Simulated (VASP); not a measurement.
Write the native input for VASP 6.6.1 that does the following.

```
Task                   : single point
Functional             : PBEsol
Potentials or basis    : VASP PAW PBE potentials, release 64 (W_sv, C_h)
Cutoff                 : 910 eV
k mesh                 : 18 × 18 × 14
Occupations            : gaussian, width 0.1 eV
Spin                   : no spin polarisation
Dipole correction      : no
Further INCAR settings : ALGO = Normal; EDIFF = 1e-06; NBANDS = 16
```

The structure of WC lies in POSCAR:

```
WC
1.0
    2.8984899896      0.0000000000      0.0000000000
   -1.4492449948      2.5101659636      0.0000000000
    0.0000000000      0.0000000000      2.8278117716
W C
1 1
Direct
    0.0000000000      0.0000000000      0.0000000000
    0.6666666667      0.3333333333      0.5000000000
```

The input as run:

INCAR

```
ALGO     = Normal         # electronic algorithm
EDIFF    = 1E-6           # SCF threshold, eV
ENCUT    = 910            # plane-wave cutoff, eV
GGA      = PS             # functional
GGA_COMPAT= False        
ISIF     = 2              # what is computed and relaxed
ISMEAR   = 0              # smearing method
LASPH    = True           # aspherical terms in the spheres
LCHARG   = False          # write CHGCAR
LREAL    = False          # projectors in reciprocal space
LWAVE    = False          # write WAVECAR
NBANDS   = 16             # bands
NELM     = 120            # most SCF steps
PREC     = Accurate       # precision mode
SIGMA    = 0.1            # smearing width, eV
```

KPOINTS

```
k-points
0
Gamma
  18 18 14
```

Potentials or basis: VASP PAW PBE potentials, release 64 (W_sv, C_h).

Run with:

```sh
$ cat potpaw_PBE.64/W_sv/POTCAR potpaw_PBE.64/C_h/POTCAR > POTCAR
$ mpirun -np 1 vasp_std > vasp.out
```

Results of the run:

- Pressure: 1.1 GPa
- Band gap on the k mesh: zero (bands 9 and 10 overlap by 1.24 eV)

Caveat: the cutoff is under 1.25 times the usual one of these potentials, so pressure, stress and relaxed cells hold a basis-set (Pulay) error; the PAW data sets were made with another functional, which shifts forces and pressure a little; spin-orbit coupling is left out, which moves the levels of the heavy elements.

Run time: 2 min on 1 thread of Intel(R) Xeon(R) Platinum 8488C (Sapphire Rapids), with other jobs on the host, peak memory 0.35 GiB.
